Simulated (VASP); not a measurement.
A run of VASP 6.6.1 is set up as follows.

INCAR

```
SYSTEM = MgO
ALGO = Normal ; EDIFF = 1E-8
ENCUT = 600 ; GGA = PE
GGA_COMPAT = .False. ; IBRION = 8
ISIF = 2 ; ISMEAR = 0
LASPH = .True. ; LCHARG = .False.
LREAL = .False. ; LWAVE = .False.
NBANDS = 11 ; NELM = 120
NSW = 1 ; PREC = Accurate
SIGMA = 0.01
```

The input KPOINTS:

```
k-points
0
Gamma
  8 8 8
  0 0 0
```

POSCAR

```
MgO
1.0
    0.0000000000      2.1272347855      2.1272347855
    2.1272347855      0.0000000000      2.1272347855
    2.1272347855      2.1272347855      0.0000000000
Mg O
1 1
Direct
    0.0000000000      0.0000000000      0.0000000000
    0.5000000000      0.5000000000      0.5000000000
```

Potentials or basis: VASP PAW PBE potentials, release 64 (Mg, O).

Command:

```sh
$ cat potpaw_PBE.64/Mg/POTCAR potpaw_PBE.64/O/POTCAR > POTCAR
$ mpirun -np 1 vasp_std > vasp.out
```

Q: What does it give for the highest phonon frequency at Γ, LO-TO splitting left out?

A: 367 cm⁻¹.

Phonon frequencies in cm⁻¹ (negative: imaginary):
```csv
q point,frequencies
"(0.000, 0.000, 0.000)",0 0 0 367 367 367
```

Caveat: the cell stands under pressure or tension, which shifts response properties.
